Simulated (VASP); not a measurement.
# AlN (P6_3/mmc) in VASP: notebook, part 2 of 2

VASP 6.6.1. Earlier steps stand in the parts before.

**5. Single point, PBEsol**

This run uses another cell than the first one, of 9.04 Å³/atom.

INCAR reads:

```
  PREC = Accurate
  ENCUT = 520
  EDIFF = 1E-7
  ISMEAR = 0
  SIGMA = 0.05
  LREAL = F
  LASPH = T
  NELM = 100
  ALGO = Normal
  ISIF = 2
  LWAVE = F
  LCHARG = T
  GGA = PS
  LELF = T
  LVHAR = T
  NBANDS = 16
```

KPOINTS reads:

```
regular mesh
0
Gamma
  9 9 6
```

POSCAR reads:

```
AlN
1.0
    3.2420000000      0.0000000000      0.0000000000
   -1.6210000000      2.8076543591      0.0000000000
    0.0000000000      0.0000000000      3.9744000000
Al N
2 2
Direct
    0.3333333333      0.6666666667      0.7500000000
    0.6666666667      0.3333333333      0.2500000000
    0.3333333333      0.6666666667      0.2500000000
    0.6666666667      0.3333333333      0.7500000000
```

Potentials or basis: VASP PAW PBE potentials, release 64 (Al, N).

Launch:

```console
$ cat potpaw_PBE.64/Al/POTCAR potpaw_PBE.64/N/POTCAR > POTCAR
$ mpirun -np 1 vasp_std > vasp.out
```

OUTCAR:

```text
PREC = Accurate
   ENCUT = 520
   EDIFF = 1E-7
   ISMEAR = 0
   LREAL = F
   LASPH = T
   NELM = 100
   ISIF = 2
   GGA = PS

 ion  position               nearest neighbor table
   1  0.333  0.667  0.750-   4 1.87   4 1.87   4 1.87   3 1.99   3 1.99   2 2.73   2 2.73   2 2.73
                             2 2.73   2 2.73   2 2.73
   2  0.667  0.333  0.250-   3 1.87   3 1.87   3 1.87   4 1.99   4 1.99   1 2.73   1 2.73   1 2.73
                             1 2.73   1 2.73   1 2.73
   3  0.333  0.667  0.250-   2 1.87   2 1.87   2 1.87   1 1.99   1 1.99
   4  0.667  0.333  0.750-   1 1.87   1 1.87   1 1.87   2 1.99   2 1.99

  LATTYP: Found a hexagonal cell.
 ALAT       =     3.2420000000
 C/A-ratio  =     1.2259099321

  Lattice vectors:

 A1 = (   3.2420000000,   0.0000000000,   0.0000000000)
 A2 = (  -1.6210000000,   2.8076543591,   0.0000000000)
 A3 = (   0.0000000000,   0.0000000000,   3.9744000000)

Analysis of symmetry for initial positions (statically):
=====================================================================
 Subroutine PRICEL returns:
[... 180 lines left out ...]
 cond. band min:      12.7751574494   @ k =   0.0000   0.0000   0.0000
 fundamental gap:      3.9339328703
 Fermi energy:         9.0921874842

 k-point     1 :       0.0000    0.0000    0.0000
  band No.  band energies     occupation
      1      -8.5925      2.00000
      2      -4.2578      2.00000
      3       1.5167      2.00000
      4       5.2863      2.00000
      5       5.2863      2.00000
      6       7.2106      2.00000
[... 433 lines left out ...]
      3       1.7646      2.00000
      4       3.0544      2.00000
      5       3.0544      2.00000
      6       5.8586      2.00000
[... 8 lines left out ...]
     15      20.7030      0.00000
     16      23.0777      0.00000

 [... further k-points ...]

------------------------ aborting loop because EDIFF is reached ----------------------------------------

  FORCE on cell =-STRESS in cart. coord.  units (eV):
  Direction    XX          YY          ZZ          XY          YZ          ZX
  --------------------------------------------------------------------------------------
  -------------------------------------------------------------------------------------
  Total        3.9663084      3.9663084      4.9614096      0.0000000      0.0000000      0.0000000
  in kB      175.6583655    175.6583655    219.7290301      0.0000000      0.0000000      0.0000000
  external PRESSURE =     190.3485870 kB  Pullay stress =       0.0000000 kB

 VOLUME and BASIS-vectors are now :
 -----------------------------------------------------------------------------
  energy-cutoff  :      520.00
  volume of cell :       36.18
      direct lattice vectors                 reciprocal lattice vectors
     3.242000000  0.000000000  0.000000000     0.308451573  0.178084599  0.000000000
    -1.621000000  2.807654359  0.000000000     0.000000000  0.356169198  0.000000000
     0.000000000  0.000000000  3.974400000     0.000000000  0.000000000  0.251610306

 POSITION                                       TOTAL-FORCE (eV/Angst)
 -----------------------------------------------------------------------------------
     -0.00000      1.87177      2.98080         0.000000      0.000000      0.000000
      1.62100      0.93588      0.99360        -0.000000      0.000000      0.000000
     -0.00000      1.87177      0.99360         0.000000      0.000000      0.000000
      1.62100      0.93588      2.98080        -0.000000      0.000000      0.000000
 -----------------------------------------------------------------------------------
    total drift:                                0.000000     -0.000000      0.000000

  FREE ENERGIE OF THE ION-ELECTRON SYSTEM (eV)
  ---------------------------------------------------
  free  energy   TOTEN  =       -30.7766554553 eV

  energy  without entropy=      -30.7766554553  energy(sigma->0) =      -30.77665546
```

OSZICAR:

```text
N       E                     dE             d eps       ncg     rms          rms(c)
DAV:   1     0.388615293804E+02    0.38862E+02   -0.74824E+03  1552   0.911E+02
DAV:   2    -0.322638467143E+02   -0.71125E+02   -0.64464E+02  2208   0.190E+02
DAV:   3    -0.353297413719E+02   -0.30659E+01   -0.30563E+01  1912   0.395E+01
DAV:   4    -0.353468296707E+02   -0.17088E-01   -0.17087E-01  1840   0.337E+00
DAV:   5    -0.353470438361E+02   -0.21417E-03   -0.21416E-03  1936   0.378E-01    0.119E+01
DAV:   6    -0.308814624126E+02    0.44656E+01   -0.81879E+00  1960   0.218E+01    0.422E+00
DAV:   7    -0.308197682065E+02    0.61694E-01   -0.77421E-01  1816   0.614E+00    0.295E+00
DAV:   8    -0.307842567901E+02    0.35511E-01   -0.10210E-01  1688   0.253E+00    0.778E-01
DAV:   9    -0.307763932850E+02    0.78635E-02   -0.19580E-02  1936   0.109E+00    0.252E-01
DAV:  10    -0.307767567701E+02   -0.36349E-03   -0.20477E-03  1784   0.308E-01    0.171E-01
DAV:  11    -0.307766577783E+02    0.98992E-04   -0.14912E-04  1864   0.935E-02    0.387E-02
DAV:  12    -0.307766557699E+02    0.20084E-05   -0.81127E-06  1856   0.224E-02    0.616E-03
DAV:  13    -0.307766554065E+02    0.36341E-06   -0.19864E-06  2024   0.104E-02    0.388E-03
DAV:  14    -0.307766554553E+02   -0.48810E-07   -0.12186E-07  1088   0.313E-03
   1 F= -.30776655E+02 E0= -.30776655E+02  d E =-.664659E-15
```

Run time: 18 s. Hardware: 1 thread of Intel Xeon Platinum 8259CL at 2.50GHz (Skylake/Cascade Lake), shared host; peak memory 0.15 GiB.

What came out:

| Item | Value |
| --- | --- |
| Free energy | -30.7767 eV |
| Pressure | 19.0 GPa |
| Band gap on the k mesh | 3.93 eV |

Levels at points of the mesh, in eV from the valence-band top:
| k point | band 6 | band 7 | band 8 | band 9 | band 10 | band 11 |
| --- | --- | --- | --- | --- | --- | --- |
| (0.00, 0.00, 0.00) | -1.63 | -1.63 | 0.00 | 3.93 | 5.13 | 8.60 |
| (0.00, 0.00, 0.50) | -2.64 | -2.64 | -2.64 | 6.22 | 6.22 | 8.66 |

Caveat: the cell stands under pressure; the PAW data sets were made with another functional, which shifts forces and pressure a little; an odd mesh through Γ misses points on the zone boundary, where band edges can lie.

**6. The runs side by side**

```tsv
cell	gap on the mesh (eV)	pressure (GPa)
a = 3.202, b = 3.202, c = 4.016 Å, angles 90.0, 90.0, 120.0°, 4 atoms	4.00	23.7
a = 3.242, b = 3.242, c = 3.933 Å, angles 90.0, 90.0, 120.0°, 4 atoms	4.02	22.1
a = 3.262, b = 3.262, c = 3.933 Å, angles 90.0, 90.0, 120.0°, 4 atoms	3.95	18.6
a = 3.242, b = 3.242, c = 3.974 Å, angles 90.0, 90.0, 120.0°, 4 atoms	3.93	19.0
```

Alike in all rows: task single point; level PBEsol; potentials or basis VASP PAW PBE potentials, release 64 (Al, N); no spin polarisation; k mesh 9 × 9 × 6; cutoff (eV) 520; smearing gaussian 0.05 eV.

Caveats: the cell stands under pressure; the PAW data sets were made with another functional, which shifts forces and pressure a little; an odd mesh through Γ misses points on the zone boundary, where band edges can lie.

Total energies depend on the potentials used, so only differences within one code and one set of settings carry meaning.
